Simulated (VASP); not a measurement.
# Mo (Im-3m) in VASP: notebook

Mo is run at these levels: PBE; tasks: relaxation of cell and atoms.

All numbers are computed with VASP 6.6.1; they aren't measurements. Logs are shortened: lines on timing, memory, paths and dates and some standing lists are left out, and cuts for length are marked.

## (1) The cell of the first run

It takes space group Im-3m (No. 229, cubic). The conventional cell has a = 3.232 Å, b = 3.232 Å, c = 3.232 Å, α = 90.00°, β = 90.00°, γ = 90.00°. Within 3.7 Å of Mo (site symmetry m-3m) lie 14 Mo at 2.80 to 3.23 Å.

## (2) Relaxation of cell and atoms, PBE

File INCAR:

```
PREC = Accurate
ENCUT = 500
EDIFF = 1E-7
ISMEAR = -1
SIGMA = 0.1
LREAL = False
LASPH = True
NELM = 120
ALGO = Normal
ISIF = 3
LWAVE = False
LCHARG = False
GGA = PE
IBRION = 2
NSW = 60
EDIFFG = -0.01
GGA_COMPAT = False
NELMIN = 4
```

File KPOINTS:

```
Automatic mesh
0
Gamma
  8 8 8
```

File POSCAR:

```
Mo
1.0
   -1.6158300000      1.6158300000      1.6158300000
    1.6158300000     -1.6158300000      1.6158300000
    1.6158300000      1.6158300000     -1.6158300000
Mo
1
Direct
    0.0000000000      0.0000000000      0.0000000000
```

Potentials or basis: VASP PAW PBE potentials, release 64 (Mo_sv).

The run is started by

```bash
$ cat potpaw_PBE.64/Mo_sv/POTCAR > POTCAR
$ mpirun -np 1 vasp_std > vasp.out
```

OUTCAR:

```text
PREC = Accurate
   ENCUT = 500
   EDIFF = 1E-7
   ISMEAR = -1
   LREAL = False
   LASPH = True
   NELM = 120
   ISIF = 3
   GGA = PE
   IBRION = 2
   NSW = 60
   EDIFFG = -0.01
   NELMIN = 4

 ion  position               nearest neighbor table
   1  0.000  0.000  0.000-

  LATTYP: Found a body centered cubic cell.
 ALAT       =     3.2316600000

  Lattice vectors:

 A1 = (  -1.6158300000,   1.6158300000,   1.6158300000)
 A2 = (   1.6158300000,  -1.6158300000,   1.6158300000)
 A3 = (   1.6158300000,   1.6158300000,  -1.6158300000)

Analysis of symmetry for initial positions (statically):
=====================================================================
 Subroutine PRICEL returns:
 Original cell was already a primitive cell.

 Routine SETGRP: Setting up the symmetry group for a
 body centered cubic supercell.

 Subroutine GETGRP returns: Found 48 space group operations
 (whereof 48 operations were pure point group operations)
 out of a pool of 48 trial point group operations.

The static configuration has the point symmetry O_h .

Analysis of symmetry for dynamics (positions and initial velocities):
=====================================================================
 Subroutine PRICEL returns:
 Original cell was already a primitive cell.

 Routine SETGRP: Setting up the symmetry group for a
 body centered cubic supercell.

 Subroutine GETGRP returns: Found 48 space group operations
 (whereof 48 operations were pure point group operations)
 out of a pool of 48 trial point group operations.

The dynamic configuration has the point symmetry O_h .

 Subroutine INISYM returns: Found 48 space group operations
 (whereof 48 operations are pure point group operations),
 and found     1 'primitive' translations

----------------------------------------------------------------------------------------

                                     Primitive cell

  volume of cell :      16.8751

  direct lattice vectors                    reciprocal lattice vectors
    -1.615830000  1.615830000  1.615830000     0.000000000  0.309438493  0.309438493
     1.615830000 -1.615830000  1.615830000     0.309438493  0.000000000  0.309438493
     1.615830000  1.615830000 -1.615830000     0.309438493  0.309438493  0.000000000

  length of vectors
     2.798699656  2.798699656  2.798699656     0.437612113  0.437612113  0.437612113

  position of ions in fractional coordinates (direct lattice)
     0.000000000  0.000000000  0.000000000

  ion indices of the primitive-cell ions
   primitive index   ion index
                 1           1

----------------------------------------------------------------------------------------

 KPOINTS: Automatic mesh

Automatic generation of k-mesh.
 Grid dimensions read from file:
 generate k-points for:    8    8    8

 Generating k-lattice:

  Cartesian coordinates                     Fractional coordinates (reciprocal lattice)
     0.000000000  0.038679812  0.038679812     0.125000000  0.000000000  0.000000000
     0.038679812  0.000000000  0.038679812     0.000000000  0.125000000  0.000000000
     0.038679812  0.038679812  0.000000000     0.000000000  0.000000000  0.125000000

  Length of vectors
     0.054701514  0.054701514  0.054701514

  Shift w.r.t. Gamma in fractional coordinates (k-lattice)
     0.000000000  0.000000000  0.000000000

 Subroutine IBZKPT returns following result:
 ===========================================

 Found     29 irreducible k-points:

 Following reciprocal coordinates:
            Coordinates               Weight
  0.000000  0.000000  0.000000      1.000000
  0.125000  0.000000  0.000000     12.000000
  0.250000  0.000000  0.000000     12.000000
  0.375000  0.000000  0.000000     12.000000
  0.500000  0.000000  0.000000      6.000000
  0.125000  0.125000  0.000000     24.000000
[... 16 lines left out ...]
 -0.250000  0.250000  0.250000      6.000000
 -0.375000  0.375000  0.250000     24.000000
 [... further k-points ...]
   k-points           NKPTS =     29   k-points in BZ     NKDIM =     29   number of bands    NBANDS=     11
   number of dos      NEDOS =    301   number of ions     NIONS =      1
   total plane-waves  NPLWV =   8000
   dimension x,y,z NGX =    20 NGY =   20 NGZ =   20
   dimension x,y,z NGXF=    40 NGYF=   40 NGZF=   40
   ions per type =               1
   NGX,Y,Z   is equivalent  to a cutoff of  11.88, 11.88, 11.88 a.u.
   NGXF,Y,Z  is equivalent  to a cutoff of  23.76, 23.76, 23.76 a.u.
 SYSTEM =  unknown system
   PREC   = accura    normal or accurate (medium, high low for compatibility)
   ISTART =      0    job   : 0-new  1-cont  2-samecut
   ICHARG =      2    charge: 1-file 2-atom 10-const
   ISPIN  =      1    spin polarized calculation?
   LNONCOLLINEAR =      F non collinear calculations
   LSORBIT =      F    spin-orbit coupling
   LASPH  =      T    aspherical Exc in radial PAW
   ENCUT  =  500.0 eV  36.75 Ry    6.06 a.u.   5.10  5.10  5.10*2*pi/ulx,y,z
   NELM   =    120;   NELMIN=  4; NELMDL= -5     # of ELM steps
   EDIFF  = 0.1E-06   stopping-criterion for ELM
   LREAL  =      F    real-space projection
   EDIFFG = -.1E-01   stopping-criterion for IOM
   NSW    =     60    number of steps for IOM
   IBRION =      2    ionic relax: 0-MD 1-quasi-New 2-CG
   NFREE  =      1    steps in history (QN), initial steepest desc. (CG)
   ISIF   =      3    stress and relaxation
   ISYM   =      2    0-nonsym 1-usesym 2-fastsym
   POTIM  = 0.5000    time-step for ionic-motion
   TEBEG  =    0.0;   TEEND  =   0.0 temperature during run
   PSTRESS=    0.0 pullay stress
   NELECT =      14.0000    total number of electrons
   NUPDOWN=      -1.0000    fix difference up-down
   EMIN   =  10.00;   EMAX   =-10.00  energy-range for DOS
   EFERMI =   0.00;   METHOD = LEGACY
   ISMEAR =    -1;   SIGMA  =   0.10  broadening in eV -4-tet -1-fermi 0-gaus
   EFERMI_NEDOS =   21; number of points for ismear=-14 and -15
   IALGO  =     38    algorithm
   IMIX   =      4    mixing-type and parameters
     AMIX     =   0.40;   BMIX     =  1.00
     AMIX_MAG =   1.60;   BMIX_MAG =  1.00
  volume/ion in A,a.u.               =      16.88       113.88
  Fermi-wavevector in a.u.,A,eV,Ry     =   1.538279  2.906926 32.195507  2.366303
  Thomas-Fermi vector in A             =   2.644670
   LORBIT       =      0    0 simple, 1 ext, 2 COOP (PROOUT), +10 PAW based schemes
   GGA     = PE    functional components
   LHFCALC =     F    Hartree Fock is set to
   AEXX    =    0.0000 exact exchange contribution
   IVDW    =     0    specifies the selected vdW correction
   LEPSILON=     F    determine dielectric tensor
   LRPA    =     F    only Hartree local field effects (RPA)
 conjugate gradient relaxation of ions
 non-spin polarized calculation
  energy-cutoff  :      500.00
  volume of cell :       16.88
 maximum number of plane-waves:       439
   NGX = 11   NGY = 11   NGZ = 11

--------------------------------------- Ionic step        1  -------------------------------------------

 number of electron      13.9999997 magnetization

 Free energy of the ion-electron system (eV)
  ---------------------------------------------------
  ext. energy  EPLUGINS =         0.00000000
  ---------------------------------------------------
  free energy    TOTEN  =       -10.87979948 eV

  energy without entropy =      -10.85439207  energy(sigma->0) =      -10.86709577

------------------------ aborting loop because EDIFF is reached ----------------------------------------

  FORCE on cell =-STRESS in cart. coord.  units (eV):
  Direction    XX          YY          ZZ          XY          YZ          ZX
  --------------------------------------------------------------------------------------
  -------------------------------------------------------------------------------------
  Total       -1.4810208     -1.4810208     -1.4810208      0.0000000     -0.0000000      0.0000000
  in kB     -140.6127610   -140.6127610   -140.6127610      0.0000000     -0.0000000      0.0000000
  external PRESSURE =    -140.6127610 kB  Pullay stress =       0.0000000 kB

 VOLUME and BASIS-vectors are now :
 -----------------------------------------------------------------------------
  energy-cutoff  :      500.00
  volume of cell :       16.88
      direct lattice vectors                 reciprocal lattice vectors
    -1.615830000  1.615830000  1.615830000     0.000000000  0.309438493  0.309438493
     1.615830000 -1.615830000  1.615830000     0.309438493  0.000000000  0.309438493
     1.615830000  1.615830000 -1.615830000     0.309438493  0.309438493  0.000000000
[... 176 lines left out ...]
 POSITION                                       TOTAL-FORCE (eV/Angst)
 -----------------------------------------------------------------------------------
      1.58298      1.58298     -1.58298        -0.000000     -0.000000     -0.000000
 -----------------------------------------------------------------------------------
    total drift:                                0.000000      0.000000     -0.000000

  FREE ENERGIE OF THE ION-ELECTRON SYSTEM (eV)
  ---------------------------------------------------
  free  energy   TOTEN  =       -10.9274507504 eV

  energy  without entropy=      -10.9007682849  energy(sigma->0) =      -10.91410952

--------------------------------------- Ionic step        7  -------------------------------------------

 number of electron      14.0000004 magnetization

 Free energy of the ion-electron system (eV)
  ---------------------------------------------------
  ext. energy  EPLUGINS =         0.00000000
  ---------------------------------------------------
  free energy    TOTEN  =       -10.92747132 eV

  energy without entropy =      -10.90076154  energy(sigma->0) =      -10.91411643

 E-fermi :  12.2672     XC(G=0): -13.3138

 val. band max:       12.2508274457   @ k =  -0.2500   0.2500   0.1250
 cond. band min:      12.3516892182   @ k =   0.3750   0.0000   0.0000
 fundamental gap:      0.1008617725
 Fermi energy:        12.2671587299

 k-point     1 :       0.0000    0.0000    0.0000
  band No.  band energies     occupation
      1     -48.9045      2.00000
      2     -22.2016      2.00000
      3     -22.2016      2.00000
      4     -22.2016      2.00000
      5       5.1846      2.00000
      6      11.0372      1.99999
      7      11.0372      1.99999
      8      11.0372      1.99999
      9      14.0124      0.00000
     10      14.0125      0.00000
     11      27.1856      0.00000

 k-point     2 :       0.1250    0.0000    0.0000
  band No.  band energies     occupation
      1     -48.8685      2.00000
      2     -22.4098      2.00000
      3     -22.2663      2.00000
      4     -22.2031      2.00000
      5       5.8353      2.00000
      6      10.6809      2.00000
      7      10.9487      2.00000
      8      11.6659      1.99512
      9      13.5888      0.00000
     10      14.0307      0.00000
     11      27.5872      0.00000
[... 295 lines left out ...]
 k-point    24 :      -0.3750    0.3750    0.2500
  band No.  band energies     occupation
      1     -48.5982      2.00000
      2     -23.1978      2.00000
      3     -22.8182      2.00000
      4     -22.6959      2.00000
      5       8.5060      2.00000
      6       9.0572      2.00000
      7      11.7602      1.98750
      8      12.5808      0.08324
      9      15.2084      0.00000
     10      17.2834      0.00000
     11      26.0115      0.00000

 [... further k-points ...]
[... 5 lines left out ...]
  --------------------------------------------------------------------------------------
  -------------------------------------------------------------------------------------
  Total        0.0006854      0.0006854      0.0006854      0.0000000      0.0000000      0.0000000
  in kB        0.0692950      0.0692950      0.0692950      0.0000000      0.0000000      0.0000000
  external PRESSURE =       0.0692950 kB  Pullay stress =       0.0000000 kB

 VOLUME and BASIS-vectors are now :
 -----------------------------------------------------------------------------
  energy-cutoff  :      500.00
  volume of cell :       15.85
      direct lattice vectors                 reciprocal lattice vectors
    -1.582300448  1.582300448  1.582300448     0.000000000  0.315995613  0.315995613
     1.582300448 -1.582300448  1.582300448     0.315995613  0.000000000  0.315995613
     1.582300448  1.582300448 -1.582300448     0.315995613  0.315995613  0.000000000

 POSITION                                       TOTAL-FORCE (eV/Angst)
 -----------------------------------------------------------------------------------
     -0.00000      0.00000      0.00000        -0.000000      0.000000      0.000000
 -----------------------------------------------------------------------------------
    total drift:                                0.000000      0.000000      0.000000

  FREE ENERGIE OF THE ION-ELECTRON SYSTEM (eV)
  ---------------------------------------------------
  free  energy   TOTEN  =       -10.9274713184 eV

  energy  without entropy=      -10.9007615363  energy(sigma->0) =      -10.91411643

 reached required accuracy - stopping structural energy minimisation
```

Wall time 17 s (1 thread of Intel Xeon Platinum 8488C (Sapphire Rapids), shared host); peak memory 0.13 GiB.

What came out:

- Free energy: -10.9275 eV
- Relaxed volume: 15.85 Å³/atom
- Relaxed cell: a = 2.741 Å, b = 2.741 Å, c = 2.741 Å, α = 109.47°, β = 109.47°, γ = 109.47°
- Space group after relaxing (to 0.05 Å): Im-3m (No. 229)
- Energy gained by relaxing: 47.7 meV/atom
- Ionic steps: 7
- Pressure after relaxing: 0.0 GPa
- Band gap on the k mesh: zero (band 7 reaches 16.28 eV, above the bottom of band 8 at 11.04 eV)

Step by step:
```csv
step,energy change (eV),largest force (eV/Å),pressure (GPa),volume (Å³)
1,0.0000,0.0000,-14.06,16.88
2,0.3086,0.0000,55.77,13.51
3,-0.0475,0.0000,-0.99,15.91
4,-0.0477,0.0000,-0.17,15.86
5,-0.0477,0.0000,0.15,15.84
6,-0.0477,0.0000,-0.32,15.87
7,-0.0477,0.0000,0.01,15.85
```

Final structure:
```
Mo
1.0
    -1.58230    1.58230    1.58230
     1.58230   -1.58230    1.58230
     1.58230    1.58230   -1.58230
Mo
1
Direct
  0.00000 0.00000 0.00000
```

Levels at points of the mesh, in eV from the Fermi level:
```
           k point  band 3  band 4  band 5  band 6  band 7  band 8  band 9  band 10  band 11
(0.00, 0.00, 0.00)  -34.47  -34.47   -7.08   -1.23   -1.23   -1.23    1.75     1.75    14.92
(0.50, 0.00, 0.00)  -34.90  -34.48   -5.13   -3.23    1.68    1.77    2.38     4.76    11.54
(0.50, 0.50, 0.50)  -35.39  -35.39   -5.23   -5.23    4.01    4.01    4.01     9.07     9.07
```

## (3) Relaxation of cell and atoms, PBE

File INCAR:

```
PREC     = Accurate       # precision mode
ENCUT    = 500            # plane-wave cutoff, eV
EDIFF    = 1E-7           # SCF threshold, eV
ISMEAR   = 1              # smearing method
SIGMA    = 0.1            # smearing width, eV
LREAL    = False          # projectors in reciprocal space
LASPH    = True           # aspherical terms in the spheres
NELM     = 120            # most SCF steps
ALGO     = Normal         # electronic algorithm
ISIF     = 3              # what is computed and relaxed
LWAVE    = False          # write WAVECAR
LCHARG   = False          # write CHGCAR
GGA      = PE             # functional
IBRION   = 2              # ionic algorithm
NSW      = 60             # ionic steps
EDIFFG   = -0.01          # ionic threshold
GGA_COMPAT= False        
NELMIN   = 4
```

KPOINTS is that of step 2.

POSCAR is that of step 2.

Potentials or basis: VASP PAW PBE potentials, release 64 (Mo_sv).

The run is started by

```bash
$ cat potpaw_PBE.64/Mo_sv/POTCAR > POTCAR
$ mpirun -np 1 vasp_std > vasp.out
```

It took 18 s on 1 thread of Intel Xeon Platinum 8488C (Sapphire Rapids), shared host; peak memory 0.13 GiB.

Results (log left out):

```
Free energy                            : -10.9135 eV
Relaxed volume                         : 15.86 Å³/atom
Relaxed cell                           : a = 2.741 Å, b = 2.741 Å, c = 2.741 Å, α = 109.47°, β = 109.47°, γ = 109.47°
Space group after relaxing (to 0.05 Å) : Im-3m (No. 229)
Energy gained by relaxing              : 46.4 meV/atom
Ionic steps                            : 7
Pressure after relaxing                : 0.0 GPa
Band gap on the k mesh                 : zero (band 7 reaches 16.25 eV, above the bottom of band 8 at 11.02 eV)
```

The path:
```
step  energy change (eV)  largest force (eV/Å)  pressure (GPa)  volume (Å³)
   1              0.0000                0.0000          -13.81        16.88
   2              0.2951                0.0000           53.80        13.57
   3             -0.0461                0.0000           -1.09        15.93
   4             -0.0464                0.0000           -0.16        15.87
   5             -0.0464                0.0000            0.17        15.85
   6             -0.0464                0.0000           -0.36        15.88
   7             -0.0464                0.0000            0.01        15.86
```

Final structure:
```xyz
1
Lattice="-1.5828 1.5828 1.5828 1.5828 -1.5828 1.5828 1.5828 1.5828 -1.5828" Properties=species:S:1:pos:R:3 pbc="T T T"
Mo    0.0000    0.0000    0.0000
```

Levels at points of the mesh, in eV from the Fermi level:
```csv
k point,band 4,band 5,band 6,band 7,band 8,band 9,band 10,band 11
"(0.00, 0.00, 0.00)",-34.46,-7.05,-1.21,-1.21,-1.21,1.76,1.76,14.95
"(0.50, 0.00, 0.00)",-34.47,-5.10,-3.20,1.71,1.78,2.40,4.77,11.55
"(0.50, 0.50, 0.50)",-35.38,-5.19,-5.19,4.02,4.02,4.02,9.09,9.09
```
